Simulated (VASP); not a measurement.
# PC3 (P1) in VASP: relaxation of cell and atoms with PBE

Aim: the relaxation of cell and atoms of PC3 with PBE.

Everything below comes from runs of VASP 6.6.1. Logs are shortened: lines on timing, memory, paths and dates and some standing lists are left out, and cuts for length are marked.

## Step 1: The cell of the first run

The typed cell holds 8 atoms: a = 2.726 Å, b = 3.920 Å, c = 6.765 Å, α = 91.61°, β = 87.38°, γ = 90.91°.

## Step 2: Relaxation of cell and atoms, PBE

The input, INCAR:

```
ALGO     = Normal         # electronic algorithm
EDIFF    = 1E-6           # SCF threshold, eV
EDIFFG   = -0.025         # ionic threshold
ENCUT    = 600            # plane-wave cutoff, eV
GGA      = PE             # functional
IBRION   = 2              # ionic algorithm
ISIF     = 3              # what is computed and relaxed
ISMEAR   = 0              # smearing method
LASPH    = T              # aspherical terms in the spheres
LCHARG   = F              # write CHGCAR
LREAL    = F              # projectors in reciprocal space
LWAVE    = F              # write WAVECAR
NELM     = 60             # most SCF steps
NSW      = 80             # ionic steps
PREC     = Accurate       # precision mode
SIGMA    = 0.2            # smearing width, eV
```

The input, KPOINTS:

```
k-points
0
Gamma
  8 6 4
```

The input, POSCAR:

```
PC3
1.0
   -0.0640985237     -0.0126507741     -2.7253710501
    2.0069081198     -3.3667654151      0.0306278044
   -5.9041261594     -3.2994474128     -0.1555157127
P C
2 6
Direct
    0.0007583948      0.4895271931      0.8307982846
    0.0157389137     -0.0136146445      0.3271392272
    0.5069505898      0.1796715186      0.9453852853
    0.4992163463      0.6959060914      0.4521481394
    0.4891938209      0.8184168861      0.9431175240
    0.4672751649      0.3320229615      0.4352482534
    0.4990576116      0.5193084582      0.6195776645
    0.5218091580     -0.0212384645      0.1132522883
```

Potentials or basis: VASP PAW PBE potentials, release 64 (P, C).

Run with:

```
> cat potpaw_PBE.64/P/POTCAR potpaw_PBE.64/C/POTCAR > POTCAR
> mpirun -np 1 vasp_std > vasp.out
```

OUTCAR:

```text
EDIFF = 1E-6
   EDIFFG = -0.025
   ENCUT = 600
   GGA = PE
   IBRION = 2
   ISIF = 3
   ISMEAR = 0
   LASPH = T
   LREAL = F
   NELM = 60
   NSW = 80
   PREC = Accurate

 ion  position               nearest neighbor table
   1  0.001  0.490  0.831-   7 1.93   3 1.95   5 2.00   5 2.02   7 2.03   3 2.05
   2  0.016  0.986  0.327-   8 1.95   6 1.96   4 1.97   4 1.99   8 2.02   6 2.12
   3  0.507  0.180  0.945-   8 1.40   5 1.42   1 1.95   1 2.05
   4  0.499  0.696  0.452-   7 1.34   6 1.43   2 1.97   2 1.99
   5  0.489  0.818  0.943-   8 1.30   3 1.42   1 2.00   1 2.02
   6  0.467  0.332  0.435-   4 1.43   7 1.43   2 1.96   2 2.12
   7  0.499  0.519  0.620-   4 1.34   6 1.43   1 1.93   1 2.03
   8  0.522  0.979  0.113-   5 1.30   3 1.40   2 1.95   2 2.02

  LATTYP: Found a triclinic cell.
 ALAT       =     2.7261540719
 B/A-ratio  =     1.7382876479
 C/A-ratio  =     2.4816268135
 COS(alpha) =     0.0030782597
 COS(beta)  =     0.0457633399
 COS(gamma) =     0.5621568439

  Lattice vectors:

 A1 = (  -0.0640985237,  -0.0126507741,  -2.7253710501)
 A2 = (   1.9428095961,  -3.3794161892,  -2.6947432457)
 A3 = (  -5.9041261594,  -3.2994474128,  -0.1555157127)

Analysis of symmetry for initial positions (statically):
=====================================================================
 Subroutine PRICEL returns:
 Original cell was already a primitive cell.

 Routine SETGRP: Setting up the symmetry group for a
 triclinic supercell.

 Subroutine GETGRP returns: Found  1 space group operations
 (whereof  1 operations were pure point group operations)
 out of a pool of  2 trial point group operations.

The static configuration has the point symmetry C_1 .

Analysis of symmetry for dynamics (positions and initial velocities):
=====================================================================
 Subroutine PRICEL returns:
 Original cell was already a primitive cell.

 Routine SETGRP: Setting up the symmetry group for a
 triclinic supercell.

 Subroutine GETGRP returns: Found  1 space group operations
 (whereof  1 operations were pure point group operations)
 out of a pool of  2 trial point group operations.

The dynamic configuration has the point symmetry C_1 .

 Subroutine INISYM returns: Found  1 space group operations
 (whereof  1 operations are pure point group operations),
 and found     1 'primitive' translations

----------------------------------------------------------------------------------------

                                     Primitive cell

  volume of cell :      72.1793

  direct lattice vectors                    reciprocal lattice vectors
    -0.064098524 -0.012650774 -2.725371050     0.008654006  0.001818740 -0.367134493
     2.006908120 -3.366765415  0.030627804     0.124554494 -0.222792066 -0.001895253
    -5.904126159 -3.299447413 -0.155515713    -0.127128937 -0.075750377  0.003341592

  length of vectors
     2.726154072  3.919659121  6.765297042     0.367240977  0.255252265  0.148023824

  position of ions in fractional coordinates (direct lattice)
     0.000758395  0.489527193  0.830798285
     0.015738914  0.986385355  0.327139227
     0.506950590  0.179671519  0.945385285
     0.499216346  0.695906091  0.452148139
     0.489193821  0.818416886  0.943117524
     0.467275165  0.332022962  0.435248253
     0.499057612  0.519308458  0.619577664
     0.521809158  0.978761535  0.113252288

  ion indices of the primitive-cell ions
   primitive index   ion index
                 1           1
                 2           2
                 3           3
                 4           4
                 5           5
                 6           6
                 7           7
                 8           8

----------------------------------------------------------------------------------------

 KPOINTS: k-points

Automatic generation of k-mesh.
 Grid dimensions read from file:
 generate k-points for:    8    6    4

 Generating k-lattice:

  Cartesian coordinates                     Fractional coordinates (reciprocal lattice)
     0.001081751  0.000227343 -0.045891812     0.125000000 -0.000000000  0.000000000
     0.020759082 -0.037132011 -0.000315875     0.000000000  0.166666667  0.000000000
    -0.031782234 -0.018937594  0.000835398     0.000000000  0.000000000  0.250000000

  Length of vectors
     0.045905122  0.042542044  0.037005956

  Shift w.r.t. Gamma in fractional coordinates (k-lattice)
     0.000000000  0.000000000  0.000000000

 Subroutine IBZKPT returns following result:
 ===========================================

 Found    100 irreducible k-points:

 Following reciprocal coordinates:
            Coordinates               Weight
  0.000000  0.000000  0.000000      1.000000
  0.125000 -0.000000  0.000000      2.000000
  0.250000 -0.000000  0.000000      2.000000
  0.375000  0.000000 -0.000000      2.000000
  0.500000 -0.000000  0.000000      1.000000
  0.000000  0.166667 -0.000000      2.000000
[... 16 lines left out ...]
  0.125000  0.500000 -0.000000      2.000000
  0.250000  0.500000 -0.000000      2.000000
 [... further k-points ...]
   k-points           NKPTS =    100   k-points in BZ     NKDIM =    100   number of bands    NBANDS=     22
   number of dos      NEDOS =    301   number of ions     NIONS =      8
   total plane-waves  NPLWV =  41472
   dimension x,y,z NGX =    24 NGY =   32 NGZ =   54
   dimension x,y,z NGXF=    48 NGYF=   64 NGZF=  108
   ions per type =               2   6
   NGX,Y,Z   is equivalent  to a cutoff of  14.64, 13.57, 13.27 a.u.
   NGXF,Y,Z  is equivalent  to a cutoff of  29.27, 27.14, 26.54 a.u.
 SYSTEM =  unknown system
   PREC   = accura    normal or accurate (medium, high low for compatibility)
   ISTART =      0    job   : 0-new  1-cont  2-samecut
   ICHARG =      2    charge: 1-file 2-atom 10-const
   ISPIN  =      1    spin polarized calculation?
   LNONCOLLINEAR =      F non collinear calculations
   LSORBIT =      F    spin-orbit coupling
   LASPH  =      T    aspherical Exc in radial PAW
   ENCUT  =  600.0 eV  44.10 Ry    6.64 a.u.   5.44  7.83 13.51*2*pi/ulx,y,z
   NELM   =     60;   NELMIN=  2; NELMDL= -5     # of ELM steps
   EDIFF  = 0.1E-05   stopping-criterion for ELM
   LREAL  =      F    real-space projection
   EDIFFG = -.3E-01   stopping-criterion for IOM
   NSW    =     80    number of steps for IOM
   IBRION =      2    ionic relax: 0-MD 1-quasi-New 2-CG
   NFREE  =      1    steps in history (QN), initial steepest desc. (CG)
   ISIF   =      3    stress and relaxation
   ISYM   =      2    0-nonsym 1-usesym 2-fastsym
   POTIM  = 0.5000    time-step for ionic-motion
   TEBEG  =    0.0;   TEEND  =   0.0 temperature during run
   PSTRESS=    0.0 pullay stress
   NELECT =      34.0000    total number of electrons
   NUPDOWN=      -1.0000    fix difference up-down
   EMIN   =  10.00;   EMAX   =-10.00  energy-range for DOS
   EFERMI =   0.00;   METHOD = LEGACY
   ISMEAR =     0;   SIGMA  =   0.20  broadening in eV -4-tet -1-fermi 0-gaus
   EFERMI_NEDOS =   21; number of points for ismear=-14 and -15
   IALGO  =     38    algorithm
   IMIX   =      4    mixing-type and parameters
     AMIX     =   0.40;   BMIX     =  1.00
     AMIX_MAG =   1.60;   BMIX_MAG =  1.00
  volume/ion in A,a.u.               =       9.02        60.89
  Fermi-wavevector in a.u.,A,eV,Ry     =   1.273788  2.407109 22.075925  1.622535
  Thomas-Fermi vector in A             =   2.406592
   LORBIT       =      0    0 simple, 1 ext, 2 COOP (PROOUT), +10 PAW based schemes
   GGA     = PE    functional components
   LHFCALC =     F    Hartree Fock is set to
   AEXX    =    0.0000 exact exchange contribution
   IVDW    =     0    specifies the selected vdW correction
   LEPSILON=     F    determine dielectric tensor
   LRPA    =     F    only Hartree local field effects (RPA)
 conjugate gradient relaxation of ions
 non-spin polarized calculation
 Gauss-broadening in eV      SIGMA  =   0.20
  energy-cutoff  :      600.00
  volume of cell :       72.18
 maximum number of plane-waves:      2429
 NGX is ok and might be reduce to    24
   NGX = 11   NGY = 15   NGZ = 27

--------------------------------------- Ionic step        1  -------------------------------------------

 number of electron      34.0000002 magnetization

 Free energy of the ion-electron system (eV)
  ---------------------------------------------------
  ext. energy  EPLUGINS =         0.00000000
  ---------------------------------------------------
  free energy    TOTEN  =       -55.96826112 eV

  energy without entropy =      -55.93393475  energy(sigma->0) =      -55.95109794

------------------------ aborting loop because EDIFF is reached ----------------------------------------

  FORCE on cell =-STRESS in cart. coord.  units (eV):
  Direction    XX          YY          ZZ          XY          YZ          ZX
  --------------------------------------------------------------------------------------
  -------------------------------------------------------------------------------------
  Total       10.0852677     10.7718302     -0.9170325      3.1258235     -0.6557308     -0.2906160
  in kB      223.8646872    239.1044524    -20.3555528     69.3845253    -14.5553874     -6.4508601
  external PRESSURE =     147.5378623 kB  Pullay stress =       0.0000000 kB
[... 107 lines left out ...]
  FREE ENERGIE OF THE ION-ELECTRON SYSTEM (eV)
  ---------------------------------------------------
  free  energy   TOTEN  =       -55.0193117044 eV

  energy  without entropy=      -54.9996014161  energy(sigma->0) =      -55.00945656

[... ionic steps 4 to 27 ...]

--------------------------------------- Ionic step       28  -------------------------------------------

 number of electron      34.0000001 magnetization

------------------------ aborting loop because EDIFF is reached ----------------------------------------
[... 79 lines left out ...]
--------------------------------------- Ionic step       30  -------------------------------------------

 number of electron      34.0000001 magnetization

 Free energy of the ion-electron system (eV)
  ---------------------------------------------------
  ext. energy  EPLUGINS =         0.00000000
  ---------------------------------------------------
  free energy    TOTEN  =       -57.08733169 eV

  energy without entropy =      -57.05622854  energy(sigma->0) =      -57.07178012

 E-fermi :   7.6049     XC(G=0): -11.2879

 val. band max:        7.5553146509   @ k =  -0.0000   0.0000   0.2500
 cond. band min:       7.6189813269   @ k =   0.5000   0.1667  -0.0000
 fundamental gap:      0.0636666760
 Fermi energy:         7.6048828390

 k-point     1 :       0.0000    0.0000    0.0000
  band No.  band energies     occupation
      1     -12.0316      2.00000
      2     -10.9598      2.00000
      3      -8.4036      2.00000
      4      -5.9858      2.00000
      5      -2.5452      2.00000
      6      -1.3859      2.00000
[... 589 lines left out ...]
     21      12.5494      0.00000
     22      12.5623      0.00000

 [... further k-points ...]
[... 5 lines left out ...]
  --------------------------------------------------------------------------------------
  -------------------------------------------------------------------------------------
  Total       -0.0036361      0.0159089      0.0121291      0.0252713      0.0025934      0.0389386
  in kB       -0.0800492      0.3502321      0.2670221      0.5563466      0.0570927      0.8572293
  external PRESSURE =       0.1790683 kB  Pullay stress =       0.0000000 kB
[... 23 lines left out ...]
  FREE ENERGIE OF THE ION-ELECTRON SYSTEM (eV)
  ---------------------------------------------------
  free  energy   TOTEN  =       -57.0873316915 eV

  energy  without entropy=      -57.0562285439  energy(sigma->0) =      -57.07178012

 reached required accuracy - stopping structural energy minimisation
```

Run time: 16 min. Hardware: 1 thread of Intel Xeon 6975P-C (Granite Rapids), shared host; peak memory 0.31 GiB.

What came out:

| Item | Value |
| --- | --- |
| Free energy | -57.0873 eV |
| Relaxed volume | 9.10 Å³/atom |
| Relaxed cell | a = 2.706 Å, b = 3.940 Å, c = 6.825 Å, α = 90.01°, β = 90.16°, γ = 89.90° |
| Space group after relaxing (to 0.1 Å) | P-6m2 (No. 187) |
| Pressure after relaxing | 0.0 GPa |
| Largest force after relaxing | 0.022 eV/Å |
| Band gap on the k mesh | zero (bands 17 and 18 overlap by 5.42 eV) |

Forces on the atoms (eV/Å):
```
P    0.005 -0.009  0.010
P   -0.002  0.012 -0.017
C    0.020 -0.005  0.009
C    0.003  0.007 -0.008
C   -0.006 -0.014  0.015
C   -0.012  0.009 -0.006
C    0.003 -0.002 -0.003
C   -0.010  0.001  0.000
```

Final structure:
```cif
data_structure
_symmetry_space_group_name_H-M 'P 1'
_symmetry_Int_Tables_number 1
_cell_length_a 2.7064
_cell_length_b 3.9401
_cell_length_c 6.8250
_cell_angle_alpha 90.012
_cell_angle_beta 90.155
_cell_angle_gamma 89.902
_cell_volume 72.78
loop_
_atom_site_label
_atom_site_type_symbol
_atom_site_fract_x
_atom_site_fract_y
_atom_site_fract_z
_atom_site_occupancy
P1 P 0.00309 0.49871 0.83298 1
P2 P 0.99653 0.00131 0.33314 1
C1 C 0.50539 0.18426 0.93787 1
C2 C 0.49431 0.68736 0.43859 1
C3 C 0.50575 0.81276 0.93833 1
C4 C 0.49456 0.31588 0.43763 1
C5 C 0.49542 0.50021 0.62411 1
C6 C 0.50495 0.99950 0.12403 1
```

The gap in the log of VASP goes by the Fermi energy; the results here count the filled bands.